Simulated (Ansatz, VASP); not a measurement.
## Al in VASP and in Ansatz

INCAR

```
SYSTEM = Al
PREC = Accurate
ENCUT = 520
EDIFF = 1E-7
ISMEAR = 0
SIGMA = 0.15
LREAL = .False.
LASPH = .True.
NELM = 80
ALGO = Normal
ISIF = 2
LWAVE = .False.
LCHARG = .False.
GGA = PE
IVDW = 12
NBANDS = 14
```

KPOINTS

```
regular mesh
0
Gamma
  18 18 6
  0 0 0
```

The input POSCAR:

```
Al
1.0
    2.7847272741      0.0000000000      0.0000000000
   -1.3923636370      2.4116445620      0.0000000000
    0.0000000000      0.0000000000      9.2909640773
Al
4
Direct
    0.0000000000      0.0000000000      0.0000000000
    0.3333333333      0.6666666667      0.2500000000
    0.0000000000      0.0000000000      0.5000000000
    0.6666666667      0.3333333333      0.7500000000
```

Input for Ansatz:

```yaml
crystal:
  lattice:
    - [2.7847272741, 0.0, 0.0]
    - [-1.392363637, 2.411644562, 0.0]
    - [0.0, 0.0, 9.2909640773]
  atoms:
    - { symbol: Al, position: [0.0, 0.0, 0.0] }
    - { symbol: Al, position: [0.3333333333, 0.6666666667, 0.25] }
    - { symbol: Al, position: [0.0, 0.0, 0.5] }
    - { symbol: Al, position: [0.6666666667, 0.3333333333, 0.75] }
basis:
  ecutwfc: 420
kpoints:
  mp_grid: { grid: [18, 18, 6] }
hamiltonian:
  xc: pbe
  dispersion: d3bj
scf:
  occupations: { method: gaussian, width: 0.15 }
output:
  forces: true
  stress: true
  eigenvalues: true
```

Alike in both runs: task single point; functional PBE; dispersion D3(BJ); k mesh 18 × 18 × 6; occupations gaussian, width 0.15 eV; no spin polarisation.

|  | VASP | Ansatz |
| --- | --- | --- |
| version | VASP 6.6.1 | Ansatz 0.2.0 |
| potentials or method | VASP PAW PBE potentials, release 64 (Al), cutoff 520 eV | scalar-relativistic, plane waves, PAW |
| valence electrons in the cell | 12 | 12 |

|  | VASP | Ansatz | Ansatz less VASP |
| --- | --- | --- | --- |
| gap on the k mesh at the Fermi level (eV) | none | none | - |
| pressure (GPa) | 1.4 | 1.5 | +0.03 |
| traceless stress, the component that is largest in VASP (GPa) | -1.38 | -1.38 | -0.001 |

A gap of «none» marks a metal or a gap that the smearing closes.
